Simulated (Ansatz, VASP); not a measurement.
# Two plane-wave programs on Mo

The input INCAR:

```
PREC = Accurate ; ENCUT = 520
EDIFF = 1E-6 ; ISMEAR = 0
SIGMA = 0.15 ; LREAL = F
LASPH = T ; NELM = 80
ALGO = Normal ; ISIF = 2
LWAVE = F ; LCHARG = F
GGA = PE ; NBANDS = 13
```

Contents of KPOINTS:

```
Automatic mesh
0
Gamma
  22 22 22
```

The input POSCAR:

```
Mo
1.0
    0.0000000000      2.0150000000      2.0150000000
    2.0150000000      0.0000000000      2.0150000000
    2.0150000000      2.0150000000      0.0000000000
Mo
1
Direct
    0.0000000000      0.0000000000      0.0000000000
```

Input for Ansatz:

```yaml
crystal:
  lattice:
    - [0.0, 2.015, 2.015]
    - [2.015, 0.0, 2.015]
    - [2.015, 2.015, 0.0]
  atoms:
    - { symbol: Mo, position: [0.0, 0.0, 0.0] }
basis:
  ecutwfc: 420
kpoints:
  mp_grid: { grid: [22, 22, 22] }
hamiltonian:
  xc: pbe
scf:
  occupations: { method: gaussian, width: 0.15 }
output:
  forces: true
  stress: true
  eigenvalues: true
```

Alike in both runs: task single point; functional PBE; k mesh 22 × 22 × 22; occupations gaussian, width 0.15 eV; no spin polarisation.

|  | VASP | Ansatz |
| --- | --- | --- |
| version | VASP 6.6.1 | Ansatz 0.2.0 |
| potentials or method | VASP PAW PBE potentials, release 64 (Mo_sv), cutoff 520 eV | scalar-relativistic, plane waves, PAW |
| valence electrons in the cell | 14 | 14 |

|  | VASP | Ansatz | Ansatz less VASP |
| --- | --- | --- | --- |
| gap on the k mesh at the Fermi level (eV) | none | none | - |
| pressure (GPa) | -4.3 | -4.8 | -0.43 |

A gap of «none» marks a metal or a gap that the smearing closes. The functional is the same, so the differences come from potentials, cutoffs and numerics.
